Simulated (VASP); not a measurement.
Runs of VASP 6.6.1 on GaSb. The structure is that of space group F-43m (No. 216), or close to it. The cells are those of the table. 

```tsv
task	cell	k mesh	cutoff (eV)	gap on the mesh (eV)	pressure (GPa)
single point	a = 4.337 Å, angles 60.0°, 2 atoms	9 × 9 × 9	520	0.39	0.1
single point	a = 4.278 Å, angles 60.0°, 2 atoms	10 × 10 × 10	520	0.70	2.5
single point	a = 4.249 Å, angles 60.0°, 2 atoms	10 × 10 × 10	520	0.81	(b)
single point	a = 4.422 Å, angles 60.0°, 2 atoms	10 × 10 × 10	520	none	(a)
relaxation of cell and atoms	relaxed from a = 4.326 Å, angles 60.0°, 2 atoms	9 × 9 × 9	600	0.39	0.0
```

Alike in all rows: level r2SCAN; potentials or basis VASP PAW PBE potentials, release 64 (Ga_d, Sb); no spin polarisation; smearing fermi-dirac 0.1 eV.

Estimate the missing entries.

(a) -2.6; (b) 3.9.

Caveats: the PAW data sets were made with another functional, which shifts forces and pressure a little; spin-orbit coupling is left out, which moves the levels of the heavy elements; semilocal functionals underestimate gaps, and a narrow one can read as zero (at least some runs); an odd mesh through Γ misses points on the zone boundary, where band edges can lie (at least some runs); the cell stands under pressure (at least some runs).

A k mesh can miss the band edges, and the runs leave out spin-orbit coupling on Ga, Sb.

A gap of «none» marks levels without a gap at the run's occupations.
